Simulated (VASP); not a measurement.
Here is a VASP 6.6.1 calculation.

Contents of INCAR:

```
SYSTEM = Y2Be2Pb
PREC = Accurate
ENCUT = 520
EDIFF = 1E-7
ISMEAR = 0
SIGMA = 0.1
LREAL = .FALSE.
LASPH = .TRUE.
NELM = 100
ALGO = Normal
ISIF = 2
LWAVE = .FALSE.
LCHARG = .TRUE.
GGA = PE
LELF = .TRUE.
LVHAR = .TRUE.
NBANDS = 28
```

Contents of KPOINTS:

```
Automatic mesh
0
G
  6 6 6
  0 0 0
```

File POSCAR:

```
Y2Be2Pb
1.0
   -2.3077681306      2.3077681306      5.3872395328
    2.3077681306     -2.3077681306      5.3872395328
    2.3077681306      2.3077681306     -5.3872395328
Y Be Pb
2 2 1
Direct
    0.7500000000      0.2500000000      0.5000000000
    0.2500000000      0.7500000000      0.5000000000
    0.4059285877      0.4059285877      0.0000000000
    0.5940714123      0.5940714123      0.0000000000
    0.0000000000      0.0000000000      0.0000000000
```

Potentials or basis: VASP PAW PBE potentials, release 64 (Y_sv, Be, Pb_d).

Command:

```console
$ cat potpaw_PBE.64/Y_sv/POTCAR potpaw_PBE.64/Be/POTCAR potpaw_PBE.64/Pb_d/POTCAR > POTCAR
$ mpirun -np 1 vasp_std > vasp.out
```

What does it give for the band gap on the k mesh?

Zero (bands 20 and 21 overlap by 0.74 eV).

Predict the largest force.

0.011 eV/Å.

What does it give for the pressure?

0.0 GPa.

Forces on the atoms (eV/Å):
```
Y    0.000  0.000  0.000
Y    0.000  0.000  0.000
Be   0.000  0.000 -0.011
Be   0.000  0.000  0.011
Pb   0.000  0.000  0.000
```

Caveat: spin-orbit coupling is left out, which moves the levels of the heavy elements.
